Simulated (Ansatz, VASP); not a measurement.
SnTe: VASP beside Ansatz

```
Sn Te
1.0
     0.00000    3.12493    3.15650
     3.15650    0.00000    3.15650
     3.15650    3.12493    0.00000
Sn Te
1 1
Direct
  0.00000 0.00000 0.00000
  0.50000 0.50000 0.50000
```

Change from the starting cell: strain -0.0100 x Voigt [0, 1, 0, 0, 0, 0], atoms carried along.

Alike in both runs: task single point; functional PBEsol; k mesh 10 × 10 × 10; occupations gaussian, width 0.03 eV; no spin polarisation.

|  | VASP | Ansatz |
| --- | --- | --- |
| version | VASP 6.6.1 | Ansatz 0.2.0 |
| potentials or method | VASP PAW PBE potentials, release 64 (Sn_d, Te), cutoff 520 eV | scalar-relativistic, plane waves, PAW |
| valence electrons in the cell | 20 | 30 |

Ansatz gave:

| Property | Result |
| --- | --- |
| gap on the k mesh at the Fermi level (eV) | 0.16 |
| least direct gap on the mesh (eV) | 0.16 |
| pressure (GPa) | -0.1 |
| traceless stress, the component that is largest in VASP (GPa) | 0.90 |

**Question.** Which values does VASP return?

**Answer.** gap on the k mesh at the Fermi level (eV): 0.16; least direct gap on the mesh (eV): 0.16; pressure (GPa): -0.1; traceless stress, the component that is largest in VASP (GPa): 0.91.

VASP's potentials were made for PBE, not for PBEsol. The functional is the same, so the differences come from potentials, cutoffs and numerics. VASP's potentials hold 20 valence electrons a cell and Ansatz's 30, so a difference there can come from the potentials and not from the codes.

Spin-orbit coupling is off throughout.
